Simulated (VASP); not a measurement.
# Pd in VASP: single point with PBE

Aim: the single point of Pd with PBE.

Everything below comes from runs of VASP 6.6.1. Logs are shortened: lines on timing, memory, paths and dates and some standing lists are left out, and cuts for length are marked.

## (1) The cell of the first run

The cell holds a slab with vacuum, 26 atoms: a = 16.726 Å, b = 2.788 Å, c = 21.105 Å, α = 90.00°, β = 90.00°, γ = 120.00°.

## (2) Single point, PBE

INCAR

```
ALGO = Normal ; DIPOL = 0.5 0.5 0.253
EDIFF = 1E-6 ; ENCUT = 520
GGA = PE ; IDIPOL = 3
ISIF = 2 ; ISMEAR = 0
KPAR = 4 ; LASPH = True
LCHARG = True ; LDIPOL = True
LREAL = Auto ; LVACPOTAV = True
LVHAR = True ; LWAVE = False
NBANDS = 149 ; NELM = 80
PREC = Accurate ; SIGMA = 0.1
```

KPOINTS

```
k-points
0
Gamma
  2 12 1
```

POSCAR

```
Pd
1.0
   16.7260837544      0.0000000001      0.0000000000
   -1.3938403129      2.4142022395      0.0000000000
    0.0000000000      0.0000000000     21.1045267986
Pd
26
Direct
    0.0000000000      0.0000000000      0.0710747990
    0.0555555556      0.6666666668      0.1789252010
    0.1094063811      0.3282191432      0.2854830000
    0.1666666667      0.0000000001      0.0710747990
    0.2222222222      0.6666666666      0.1789252010
    0.2779724242      0.3339172727      0.2865474644
    0.3333333333     -0.0000000001      0.0710747990
    0.3888888889      0.6666666667      0.1789252010
    0.4442041896      0.3326125688      0.2867374894
    0.5000000000      1.0000000000      0.0710747990
    0.5555555556      0.6666666668      0.1789252010
    0.6109132285      0.3327396854      0.2856640633
    0.6666666667      0.0000000001      0.0710747990
    0.7222222222      0.6666666666      0.1789252010
    0.7773722078      0.3321166233      0.2860713560
    0.8333333333     -0.0000000001      0.0710747990
    0.8888888889      0.6666666667      0.1789252010
    0.9431872343      0.3295617028      0.2868683598
   -0.0081527939     -0.0244583817      0.3950093410
    0.1667715936      0.0003147809      0.3898138571
    0.3386912440      0.0160737319      0.3960650111
    0.5025175858      0.0075527574      0.3947343813
    0.6655307001     -0.0034078996      0.3940488250
    0.8282375641     -0.0152873076      0.3953940945
    0.0622872352      0.6868617055      0.4942548892
    0.2257158829      0.6771476487      0.4950637150
```

Potentials or basis: VASP PAW PBE potentials, release 64 (Pd).

Started as:

```sh
$ cat potpaw_PBE.64/Pd/POTCAR > POTCAR
$ mpirun -np 4 vasp_std > vasp.out
```

OUTCAR:

```text
EDIFF = 1E-6
   ENCUT = 520
   GGA = PE
   ISIF = 2
   ISMEAR = 0
   LASPH = True
   LREAL = Auto
   NELM = 80
   PREC = Accurate

 ion  position               nearest neighbor table
   1  0.000  0.000  0.071-  17 2.79   2 2.79   2 2.79   4 2.79  16 2.79   4 2.79  16 2.79
   2  0.056  0.667  0.179-   3 2.76   3 2.76   5 2.79   5 2.79   4 2.79   1 2.79   1 2.79  17 2.79
                            17 2.79  18 2.80
   3  0.109  0.328  0.285-  20 2.74  20 2.74   2 2.76   2 2.76   5 2.78  18 2.78  18 2.78   6 2.81
                             6 2.81  19 2.87
   4  0.167  0.000  0.071-   7 2.79   7 2.79   5 2.79   5 2.79   2 2.79   1 2.79   1 2.79
   5  0.222  0.667  0.179-   3 2.78   6 2.78   6 2.78   2 2.79   2 2.79   4 2.79   4 2.79   7 2.79
                             8 2.79   8 2.79
   6  0.278  0.334  0.287-  20 2.71   8 2.78   9 2.78   9 2.78   5 2.78   5 2.78   3 2.81   3 2.81
                            21 2.84  21 2.84
   7  0.333  1.000  0.071-   4 2.79   4 2.79   5 2.79   8 2.79   8 2.79  10 2.79  10 2.79
   8  0.389  0.667  0.179-   6 2.78   9 2.79   9 2.79  10 2.79   7 2.79   7 2.79   5 2.79  11 2.79
                             5 2.79  11 2.79
   9  0.444  0.333  0.287-  21 2.77   6 2.78   6 2.78   8 2.79   8 2.79  12 2.79  12 2.79  11 2.79
                            22 2.80  22 2.80
  10  0.500  0.000  0.071-   8 2.79  11 2.79  11 2.79  13 2.79   7 2.79  13 2.79   7 2.79
  11  0.556  0.667  0.179-  12 2.77  12 2.77  14 2.79  14 2.79  13 2.79  10 2.79  10 2.79   8 2.79
[... 19 lines left out ...]
  22  0.503  0.008  0.395-  23 2.74  23 2.74  21 2.75  21 2.75  12 2.79   9 2.80   9 2.80
  23  0.666  0.997  0.394-  24 2.74  24 2.74  22 2.74  22 2.74  12 2.79  12 2.79  15 2.80
  24  0.828  0.985  0.395-  23 2.74  23 2.74  19 2.75  19 2.75  15 2.79  15 2.79  18 2.83
  25  0.062  0.687  0.494-  20 2.67  19 2.71  19 2.71  26 2.75  26 2.75
  26  0.226  0.677  0.495-  21 2.65  25 2.75  25 2.75  20 2.76  20 2.76

  Warning from LATTYP: Monoclinic adjustment (A1->A3, A2->A1, A3->A2)!
  LATTYP: Found a simple orthorhombic cell.
 ALAT       =     2.7876806257
 B/A-ratio  =     5.1961524227
 C/A-ratio  =     7.5706401242

  Lattice vectors:

 A1 = (   1.3938403129,  -2.4142022395,   0.0000000000)
 A2 = (  12.5445628157,   7.2426067186,   0.0000000000)
 A3 = (   0.0000000000,   0.0000000000,  21.1045267986)

Analysis of symmetry for initial positions (statically):
=====================================================================
 Subroutine PRICEL returns:
 Original cell was already a primitive cell.

 Routine SETGRP: Setting up the symmetry group for a
 simple orthorhombic supercell.

 Subroutine GETGRP returns: Found  2 space group operations
 (whereof  2 operations were pure point group operations)
 out of a pool of  8 trial point group operations.

The static configuration has the point symmetry C_1h.

Analysis of symmetry for dynamics (positions and initial velocities):
=====================================================================
 Subroutine PRICEL returns:
 Original cell was already a primitive cell.

 Routine SETGRP: Setting up the symmetry group for a
 simple orthorhombic supercell.

 Subroutine GETGRP returns: Found  2 space group operations
 (whereof  2 operations were pure point group operations)
 out of a pool of  8 trial point group operations.

The dynamic configuration has the point symmetry C_1h.

 Subroutine INISYM returns: Found  2 space group operations
 (whereof  2 operations are pure point group operations),
 and found     1 'primitive' translations

----------------------------------------------------------------------------------------

                                     Primitive cell

  volume of cell :     852.2039

  direct lattice vectors                    reciprocal lattice vectors
    16.726083754  0.000000000  0.000000000     0.059786858  0.034517959  0.000000000
    -1.393840313  2.414202239  0.000000000    -0.000000000  0.414215505  0.000000000
     0.000000000  0.000000000 21.104526799     0.000000000  0.000000000  0.047383199

  length of vectors
    16.726083754  2.787680626 21.104526799     0.069035918  0.414215505  0.047383199

  position of ions in fractional coordinates (direct lattice)
     0.000000000  0.000000000  0.071074799
     0.055555556  0.666666667  0.178925201
     0.109406381  0.328219143  0.285483000
     0.166666667  0.000000000  0.071074799
     0.222222222  0.666666667  0.178925201
     0.277972424  0.333917273  0.286547464
[... 18 lines left out ...]
     0.062287235  0.686861706  0.494254889
     0.225715883  0.677147649  0.495063715

  ion indices of the primitive-cell ions
   primitive index   ion index
                 1           1
                 2           2
                 3           3
                 4           4
                 5           5
                 6           6
[... 18 lines left out ...]
                25          25
                26          26

----------------------------------------------------------------------------------------

 KPOINTS: k-points

Automatic generation of k-mesh.
 Grid dimensions read from file:
 generate k-points for:    2   12    1

 Generating k-lattice:

  Cartesian coordinates                     Fractional coordinates (reciprocal lattice)
     0.029893429  0.017258979  0.000000000     0.500000000  0.000000000  0.000000000
    -0.000000000  0.034517959  0.000000000     0.000000000  0.083333333  0.000000000
     0.000000000  0.000000000  0.047383199     0.000000000  0.000000000  1.000000000

  Length of vectors
     0.034517959  0.034517959  0.047383199

  Shift w.r.t. Gamma in fractional coordinates (k-lattice)
     0.000000000  0.000000000  0.000000000

 Subroutine IBZKPT returns following result:
 ===========================================

 Found     11 irreducible k-points:

 Following reciprocal coordinates:
            Coordinates               Weight
  0.000000  0.000000  0.000000      1.000000
  0.500000 -0.000000  0.000000      1.000000
  0.000000  0.083333  0.000000      4.000000
  0.000000  0.166667  0.000000      2.000000
  0.500000  0.166667  0.000000      2.000000
  0.000000  0.250000  0.000000      4.000000
  0.000000  0.333333  0.000000      2.000000
  0.500000  0.333333  0.000000      2.000000
  0.000000  0.416667  0.000000      4.000000
  0.000000  0.500000  0.000000      1.000000
  0.500000  0.500000  0.000000      1.000000
   k-points           NKPTS =     11   k-points in BZ     NKDIM =     11   number of bands    NBANDS=    149
   number of dos      NEDOS =    301   number of ions     NIONS =     26
   total plane-waves  NPLWV = 483840
   dimension x,y,z NGX =   126 NGY =   24 NGZ =  160
   dimension x,y,z NGXF=   252 NGYF=   48 NGZF=  320
   ions per type =              26
   NGX,Y,Z   is equivalent  to a cutoff of  12.52, 14.31, 12.60 a.u.
   NGXF,Y,Z  is equivalent  to a cutoff of  25.05, 28.63, 25.21 a.u.
 SYSTEM =  unknown system
   PREC   = accura    normal or accurate (medium, high low for compatibility)
   ISTART =      0    job   : 0-new  1-cont  2-samecut
   ICHARG =      2    charge: 1-file 2-atom 10-const
   ISPIN  =      1    spin polarized calculation?
   LNONCOLLINEAR =      F non collinear calculations
   LSORBIT =      F    spin-orbit coupling
   LASPH  =      T    aspherical Exc in radial PAW
   ENCUT  =  520.0 eV  38.22 Ry    6.18 a.u.  31.10  5.18 39.24*2*pi/ulx,y,z
   NELM   =     80;   NELMIN=  2; NELMDL= -5     # of ELM steps
   EDIFF  = 0.1E-05   stopping-criterion for ELM
   LREAL  =      T    real-space projection
   EDIFFG = 0.1E-04   stopping-criterion for IOM
   NSW    =      0    number of steps for IOM
   IBRION =     -1    ionic relax: 0-MD 1-quasi-New 2-CG
   NFREE  =      0    steps in history (QN), initial steepest desc. (CG)
   ISIF   =      2    stress and relaxation
   ISYM   =      2    0-nonsym 1-usesym 2-fastsym
   POTIM  = 0.5000    time-step for ionic-motion
   TEBEG  =    0.0;   TEEND  =   0.0 temperature during run
   PSTRESS=    0.0 pullay stress
   NELECT =     260.0000    total number of electrons
   NUPDOWN=      -1.0000    fix difference up-down
   EMIN   =  10.00;   EMAX   =-10.00  energy-range for DOS
   EFERMI =   0.00;   METHOD = LEGACY
   ISMEAR =     0;   SIGMA  =   0.10  broadening in eV -4-tet -1-fermi 0-gaus
   EFERMI_NEDOS =   21; number of points for ismear=-14 and -15
   IALGO  =     38    algorithm
   IMIX   =      4    mixing-type and parameters
     AMIX     =   0.40;   BMIX     =  1.00
     AMIX_MAG =   1.60;   BMIX_MAG =  1.00
  volume/ion in A,a.u.               =      32.78       221.19
  Fermi-wavevector in a.u.,A,eV,Ry     =   1.102093  2.082653 16.525748  1.214608
  Thomas-Fermi vector in A             =   2.238530
   LORBIT       =      0    0 simple, 1 ext, 2 COOP (PROOUT), +10 PAW based schemes
   GGA     = PE    functional components
   LHFCALC =     F    Hartree Fock is set to
   AEXX    =    0.0000 exact exchange contribution
   IVDW    =     0    specifies the selected vdW correction
   LEPSILON=     F    determine dielectric tensor
   LRPA    =     F    only Hartree local field effects (RPA)
 non-spin polarized calculation
 Gauss-broadening in eV      SIGMA  =   0.10
  energy-cutoff  :      520.00
  volume of cell :      852.20
 maximum number of plane-waves:     23032
 NGX is ok and might be reduce to   126
   NGX = 61   NGY = 11   NGZ = 79

 dipolmoment           0.000000      0.000000      0.005625 electrons x Angstroem

 number of electron     260.0000023 magnetization

 dipolmoment           0.000000      0.000000     -0.061042 electrons x Angstroem

 Free energy of the ion-electron system (eV)
  ---------------------------------------------------
  ext. energy  EPLUGINS =         0.00000000
  ---------------------------------------------------
  free energy    TOTEN  =      -128.39967733 eV

  energy without entropy =     -128.04788620  energy(sigma->0) =     -128.22378176

 E-fermi :   1.5305     XC(G=0):  -6.8835

 val. band max:        1.5283493305   @ k =   0.0000   0.0000   0.0000
 cond. band min:       1.5354880021   @ k =   0.0000   0.5000   0.0000
 fundamental gap:      0.0071386715
 Fermi energy:         1.5304846171

 k-point     1 :       0.0000    0.0000    0.0000
  band No.  band energies     occupation
      1      -4.8842      2.00000
      2      -4.1376      2.00000
      3      -4.0747      2.00000
      4      -3.8989      2.00000
      5      -3.4009      2.00000
      6      -3.2992      2.00000
[... 1584 lines left out ...]
    141       4.5050      0.00000
    142       4.5259      0.00000
 [bands above 142 left out]

------------------------ aborting loop because EDIFF is reached ----------------------------------------

  FORCE on cell =-STRESS in cart. coord.  units (eV):
  Direction    XX          YY          ZZ          XY          YZ          ZX
  --------------------------------------------------------------------------------------
  -------------------------------------------------------------------------------------
  Total      -11.1001864    -12.1024069     -0.5850063      0.8679484     -0.0437114     -0.0757104
  in kB      -20.8687924    -22.7530069     -1.0998352      1.6317776     -0.0821792     -0.1423386
  external PRESSURE =     -14.9072115 kB  Pullay stress =       0.0000000 kB

 VOLUME and BASIS-vectors are now :
 -----------------------------------------------------------------------------
  energy-cutoff  :      520.00
  volume of cell :      852.20
      direct lattice vectors                 reciprocal lattice vectors
    16.726083754  0.000000000  0.000000000     0.059786858  0.034517959  0.000000000
    -1.393840313  2.414202239  0.000000000    -0.000000000  0.414215505  0.000000000
     0.000000000  0.000000000 21.104526799     0.000000000  0.000000000  0.047383199

 POSITION                                       TOTAL-FORCE (eV/Angst)
 -----------------------------------------------------------------------------------
      0.00000      0.00000      1.50000        -0.015930     -0.009197      0.016206
      0.00000      1.60947      3.77613        -0.037062     -0.021398     -0.028076
      1.37246      0.79239      6.02498         0.000498      0.000288      0.000462
      2.78768      0.00000      1.50000         0.034415      0.019869      0.004579
      2.78768      1.60947      3.77613         0.013773      0.007952     -0.008195
      4.18396      0.80614      6.04745        -0.001167     -0.000674      0.000564
[... 18 lines left out ...]
      0.08445      1.65822     10.43102         0.011613      0.006705     -0.016006
      2.83151      1.63477     10.44809        -0.008716     -0.005032     -0.015123
 -----------------------------------------------------------------------------------
    total drift:                               -0.003359     -0.001925     -0.001756

  FREE ENERGIE OF THE ION-ELECTRON SYSTEM (eV)
  ---------------------------------------------------
  free  energy   TOTEN  =      -128.3996773261 eV

  energy  without entropy=     -128.0478862004  energy(sigma->0) =     -128.22378176

 vacuum level on the upper side and lower side of the slab         6.513         6.788
```

It took 31 min on 4 MPI ranks of Intel Xeon Platinum 8488C (Sapphire Rapids), shared host; peak memory 1.5 GiB.

What came out:

```
Free energy            : -128.3997 eV
Largest force          : 0.064 eV/Å
Band gap on the k mesh : zero (bands 130 and 131 overlap by 0.46 eV)
```

Forces on the atoms (eV/Å):
```
Pd  -0.016 -0.009  0.016
Pd  -0.037 -0.021 -0.028
Pd   0.000  0.000  0.000
Pd   0.034  0.020  0.005
Pd   0.014  0.008 -0.008
Pd  -0.001 -0.001  0.001
Pd   0.008  0.004  0.002
Pd   0.010  0.006  0.063
Pd  -0.001 -0.001 -0.001
Pd   0.025  0.014 -0.003
Pd  -0.037 -0.021  0.015
Pd  -0.002 -0.001  0.002
Pd   0.010  0.006 -0.033
Pd   0.000  0.000  0.001
Pd  -0.002 -0.001  0.000
Pd  -0.025 -0.014 -0.012
Pd   0.021  0.012  0.059
Pd  -0.005 -0.003 -0.003
Pd   0.005  0.003 -0.002
Pd  -0.001 -0.001  0.004
Pd  -0.007 -0.004 -0.004
Pd   0.000  0.000 -0.014
Pd   0.001  0.001 -0.014
Pd   0.004  0.002 -0.014
Pd   0.012  0.007 -0.016
Pd  -0.009 -0.005 -0.015
```
